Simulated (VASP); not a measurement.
Wanted: the native input for a VASP 6.6.1 run.

| Property | Result |
| --- | --- |
| Task | relaxation of cell and atoms |
| Functional | PBE |
| Potentials or basis | VASP PAW PBE potentials, release 64 (Sn_d, Mo_sv) |
| Cutoff | 600 eV |
| k mesh | 4 × 4 × 4 |
| Occupations | gaussian, width 0.1 eV |
| Spin | no spin polarisation |
| Dipole correction | no |
| Further INCAR settings | ALGO = Fast; EDIFF = 1e-07; IBRION = 2; EDIFFG = -0.04; NSW = 90; ISIF = 3 |

The structure of Sn3Mo2 lies in POSCAR:

```
Sn3Mo2
1.0
    4.2027113900      0.0000000000      0.0000000000
    0.0000000000      4.2027113900      0.0000000000
    0.0000000000      0.0000000000      6.1900846700
Sn Mo
3 2
Direct
    0.5000000000      0.0000000000      0.9934612500
    0.0000000000      0.5000000000      0.9934612500
    0.0000000000      0.0000000000      0.2721384500
    0.0000000000      0.0000000000      0.7211286400
    0.5000000000      0.5000000000      0.2898103300
```

One way to write it, as run:

INCAR

```
SYSTEM = Sn3Mo2
PREC = Accurate
ENCUT = 600
EDIFF = 1E-7
ISMEAR = 0
SIGMA = 0.1
LREAL = .FALSE.
LASPH = .TRUE.
NELM = 60
ALGO = Fast
ISIF = 3
LWAVE = .FALSE.
LCHARG = .FALSE.
GGA = PE
IBRION = 2
NSW = 90
EDIFFG = -0.04
```

KPOINTS

```
Automatic mesh
0
G
  4 4 4
  0 0 0
```

Potentials or basis: VASP PAW PBE potentials, release 64 (Sn_d, Mo_sv).

Command:

```bash
$ cat potpaw_PBE.64/Sn_d/POTCAR potpaw_PBE.64/Mo_sv/POTCAR > POTCAR
$ mpirun -np 1 vasp_std > vasp.out
```

It gave:

```yaml
Relaxed_volume: 24.34 Å³/atom
Relaxed_cell: a = 4.004 Å, b = 4.004 Å, c = 7.589 Å, α = 90.00°, β = 90.00°, γ = 90.00°
Space_group_after_relaxing_to_0.05_Å: P4mm (No. 99)
Energy_gained_by_relaxing: 524.7 meV/atom
Ionic_steps: 23
Pressure_after_relaxing: 0.0 GPa
Largest_force_after_relaxing: 0.023 eV/Å
Band_gap_on_the_k_mesh: zero (band 35 reaches 8.48 eV, above the bottom of band 36 at 7.86 eV)
```

Caveat: the k points lie up to 0.39 Å⁻¹ apart in the final cell; spin-orbit coupling is left out, which moves the levels of the heavy elements.

It took 15 min on 1 thread of Intel(R) Xeon(R) 6975P-C (Granite Rapids), with other jobs on the host, peak memory 0.31 GiB.
